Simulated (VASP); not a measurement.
Set up this calculation in VASP 6.6.1, as the native input.

```
Task                   : single point
Functional             : PBE
Potentials or basis    : VASP PAW PBE potentials, release 64 (Ti_sv, O)
Cutoff                 : 520 eV
k mesh                 : 10 × 10 × 10
Occupations            : fermi-dirac, width 0.05 eV
Spin                   : no spin polarisation
Dipole correction      : no
Further INCAR settings : ALGO = Normal; EDIFF = 1e-07; NBANDS = 33
```

The structure of TiO2 (Anatase) lies in POSCAR:

```
TiO2
1.0
   -1.8534748763      1.8534748763      4.6601849950
    1.8534748763     -1.8534748763      4.6601849950
    1.8534748763      1.8534748763     -4.6601849950
Ti O
2 4
Direct
    0.7500000000      0.2500000000      0.5000000000
    0.0000000000      0.0000000000      0.0000000000
    0.7919000000      0.7919000000      0.0000000000
    0.5419000000      0.0419000000      0.5000000000
    0.9581000000      0.4581000000      0.5000000000
    0.2081000000      0.2081000000      0.0000000000
```

The input as run:

INCAR

```
PREC     = Accurate       # precision mode
ENCUT    = 520            # plane-wave cutoff, eV
EDIFF    = 1E-7           # SCF threshold, eV
ISMEAR   = -1             # smearing method
SIGMA    = 0.05           # smearing width, eV
LREAL    = False          # projectors in reciprocal space
LASPH    = True           # aspherical terms in the spheres
NELM     = 100            # most SCF steps
ALGO     = Normal         # electronic algorithm
ISIF     = 2              # what is computed and relaxed
LWAVE    = False          # write WAVECAR
LCHARG   = False          # write CHGCAR
GGA      = PE             # functional
NBANDS   = 33             # bands
```

KPOINTS

```
regular mesh
0
Gamma
  10 10 10
```

Potentials or basis: VASP PAW PBE potentials, release 64 (Ti_sv, O).

Launch:

```console
$ cat potpaw_PBE.64/Ti_sv/POTCAR potpaw_PBE.64/O/POTCAR > POTCAR
$ mpirun -np 1 vasp_std > vasp.out
```

It gave:

| Quantity | Value |
| --- | --- |
| Pressure | 22.0 GPa |
| Largest force | 0.532 eV/Å |
| Band gap on the k mesh | 2.25 eV, indirect (least direct gap 2.57 eV) |

Run time: 2.6 min on 1 thread of Intel(R) Xeon(R) 6975P-C (Granite Rapids) (shared host), peak memory 0.35 GiB.
